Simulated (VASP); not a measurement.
The system is Al.

```
Al
1.0
     0.00000    2.02510    2.02510
     2.02510    0.00000    2.02510
     2.02510    2.02510    0.00000
Al
1
Direct
  0.00000 0.00000 0.00000
```

```yaml
Program: VASP 6.6.1
Task: relaxation of cell and atoms
Functional: PBEsol
Potentials_or_basis: VASP PAW PBE potentials, release 64 (Al)
Cutoff: 600 eV
k_mesh: 18 × 18 × 18
Occupations: fermi-dirac, width 0.08 eV
Spin: no spin polarisation
```

At the start: pressure -2.0 GPa; volume 16.61 Å³/atom.

**Question.** How do energy, volume and symmetry change on relaxing?

**Answer.** Over 3 steps the energy falls by 2.6 meV/atom and the volume is 16.19 Å³/atom (-2.5 %); space group Fm-3m (No. 225, to 0.1 Å) before and after.

Step by step:
| step | energy change (eV) | largest force (eV/Å) | pressure (GPa) | volume (Å³) |
| --- | --- | --- | --- | --- |
| 1 | 0.0000 | 0.0000 | -1.96 | 16.61 |
| 2 | -0.0025 | 0.0000 | 0.35 | 16.13 |
| 3 | -0.0026 | 0.0000 | 0.00 | 16.19 |

Final structure:
```yaml
crystal:
  lattice:
    - [0.00000, 2.00801, 2.00801]
    - [2.00801, 0.00000, 2.00801]
    - [2.00801, 2.00801, 0.00000]
  atoms:
    - { symbol: Al, position: [0.00000, 0.00000, 0.00000] }
```

Caveat: the PAW data sets were made with another functional, which shifts forces and pressure a little.
